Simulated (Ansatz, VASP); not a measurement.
Given: the input of a run of VASP 6.6.1 on Al.

Contents of INCAR:

```
SYSTEM = Al
ALGO = Normal ; EDIFF = 1E-6
ENCUT = 520 ; GGA = RP
ISIF = 2 ; ISMEAR = -5
IVDW = 12 ; LASPH = .TRUE.
LCHARG = .FALSE. ; LREAL = .FALSE.
LWAVE = .FALSE. ; NBANDS = 8
NELM = 80 ; PREC = Accurate
SIGMA = 0.05
```

File KPOINTS:

```
k-points
0
G
  11 11 11
  0 0 0
```

File POSCAR:

```
Al
1.0
    0.0000000000      2.0248050000      2.0248050000
    2.0248050000      0.0000000000      2.0248050000
    2.0248050000      2.0248050000      0.0000000000
Al
1
Direct
    0.0000000000      0.0000000000      0.0000000000
```

Potentials or basis: VASP PAW PBE potentials, release 64 (Al).

Command:

```sh
$ cat potpaw_PBE.64/Al/POTCAR > POTCAR
$ mpirun -np 1 vasp_std > vasp.out
```

**Question.** Translate it to Ansatz 0.2.0. Potentials there: all-electron LAPW, scalar-relativistic.

**Answer.** As run (the cutoff follows the program's own potentials):

Contents of input.yaml:

```yaml
crystal:
  lattice:
    - [0.0, 2.024805, 2.024805]
    - [2.024805, 0.0, 2.024805]
    - [2.024805, 2.024805, 0.0]
  atoms:
    - { symbol: Al, position: [0.0, 0.0, 0.0] }
kpoints:
  mp_grid: { grid: [11, 11, 11] }
scf:
  occupations: { method: tetrahedron }
hamiltonian:
  xc: rpbe
  dispersion: d3bj
  pseudopotentials: { kind: all_electron, lapw: { basis_error: 0.001 } }
output:
  forces: true
  stress: true
  eigenvalues: true
```

Potentials or basis: all-electron LAPW, scalar-relativistic.

Run with:

```console
$ ansatz run input.yaml --threads 1 --pin off --max-ram 3072MiB --backend cpu --events-out ev --progress --plain --runs-dir out
```

Both were run:

|  | VASP | Ansatz | Ansatz less VASP |
| --- | --- | --- | --- |
| gap on the k mesh at the Fermi level (eV) | none | none | - |
| pressure (GPa) | -19.8 | -19.6 | +0.21 |

VASP's potentials were made for PBE, not for RPBE. A gap of «none» marks a metal or a gap that the smearing closes. Ansatz ran all-electron here, and VASP with PAW potentials.
